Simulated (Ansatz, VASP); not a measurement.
**CuF in VASP and in Ansatz**

```
Cu F
1.0
     2.76254    0.00000    0.00000
    -1.38127    2.39243    0.00000
     0.00000    0.00000    6.40198
Cu F
2 2
Direct
  0.00000 0.00000 0.00000
  0.00000 0.00000 0.50000
  0.33333 0.66667 0.25000
  0.66667 0.33333 0.75000
```

Alike in both runs: task single point; functional PBE; k mesh 12 × 12 × 4; occupations fermi-dirac, width 0.02 eV; no spin polarisation.

|  | VASP | Ansatz |
| --- | --- | --- |
| version | VASP 6.6.1 | Ansatz 0.2.0 |
| potentials or method | VASP PAW PBE potentials, release 64 (Cu, F) | plane waves, PAW |
| plane-wave cutoff (eV) | 520 | 420 |
| valence electrons in the cell | 36 | 52 |

```tsv
	VASP	Ansatz	Ansatz less VASP
pressure (GPa)	6.3	6.4	+0.09
traceless stress, the component that is largest in VASP (GPa)	1.65	1.66	+0.004
```

With one functional, cell and mesh, what is left measures potentials, basis and numerics. VASP's potentials hold 36 valence electrons a cell and Ansatz's 52, so a difference there can come from the potentials and not from the codes.
